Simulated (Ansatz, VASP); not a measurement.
C: VASP beside Ansatz

File INCAR:

```
SYSTEM = C
PREC = Accurate
ENCUT = 520
EDIFF = 1E-7
ISMEAR = 0
SIGMA = 0.05
LREAL = .False.
LASPH = .True.
NELM = 100
ALGO = Normal
ISIF = 2
LWAVE = .False.
LCHARG = .False.
GGA = PE
NBANDS = 36
```

File KPOINTS:

```
regular mesh
0
Gamma
  12 12 2
  0 0 0
```

POSCAR

```
C
1.0
    2.3882000000      0.0000000000      0.0000000000
   -1.1941000000      2.0682418693      0.0000000000
    0.0000000000      0.0000000000     11.9630000000
C
12
Direct
    0.0000000000      0.0000000000      0.1868593266
    0.0000000000      0.0000000000      0.6868593266
    0.0000000000      0.0000000000      0.3131406734
    0.0000000000      0.0000000000      0.8131406734
    0.3333333333      0.6666666667      0.5207665411
    0.6666666667      0.3333333333      0.0207665411
    0.3333333333      0.6666666667      0.9792334589
    0.6666666667      0.3333333333      0.4792334589
    0.3333333333      0.6666666667      0.6450950823
    0.6666666667      0.3333333333      0.1450950823
    0.3333333333      0.6666666667      0.8549049177
    0.6666666667      0.3333333333      0.3549049177
```

Input for Ansatz:

```yaml
crystal:
  lattice:
    - [2.3882, 0.0, 0.0]
    - [-1.1941, 2.0682418693, 0.0]
    - [0.0, 0.0, 11.963]
  atoms:
    - { symbol: C, position: [0.0, 0.0, 0.1868593266] }
    - { symbol: C, position: [0.0, 0.0, 0.6868593266] }
    - { symbol: C, position: [0.0, 0.0, 0.3131406734] }
    - { symbol: C, position: [0.0, 0.0, 0.8131406734] }
    - { symbol: C, position: [0.3333333333, 0.6666666667, 0.5207665411] }
    - { symbol: C, position: [0.6666666667, 0.3333333333, 0.0207665411] }
    - { symbol: C, position: [0.3333333333, 0.6666666667, 0.9792334589] }
    - { symbol: C, position: [0.6666666667, 0.3333333333, 0.4792334589] }
    - { symbol: C, position: [0.3333333333, 0.6666666667, 0.6450950823] }
    - { symbol: C, position: [0.6666666667, 0.3333333333, 0.1450950823] }
    - { symbol: C, position: [0.3333333333, 0.6666666667, 0.8549049177] }
    - { symbol: C, position: [0.6666666667, 0.3333333333, 0.3549049177] }
basis:
  ecutwfc: 520.0
kpoints:
  mp_grid: { grid: [12, 12, 2] }
hamiltonian:
  xc: pbe
  pseudopotentials: { kind: paw, azcp: { folder: soft_1 } }
scf:
  occupations: { method: gaussian, width: 0.05 }
output:
  forces: true
  stress: true
  eigenvalues: true
```

Alike in both runs: task single point; functional PBE; k mesh 12 × 12 × 2; occupations gaussian, width 0.05 eV; no spin polarisation.

|  | VASP | Ansatz |
| --- | --- | --- |
| version | VASP 6.6.1 | Ansatz 0.2.0 |
| potentials or method | VASP PAW PBE potentials, release 64 (C), cutoff 520 eV | scalar-relativistic, plane waves, PAW |
| valence electrons in the cell | 48 | 48 |

```tsv
	VASP	Ansatz	Ansatz less VASP
gap on the k mesh at the Fermi level (eV)	4.89	4.91	+0.011
least direct gap on the mesh (eV)	5.47	5.48	+0.006
rms of the force components (eV/Å)	0.149	0.144	-0.0041
```

Atom by atom the forces differ by 0.004 eV/Å (rms over components).
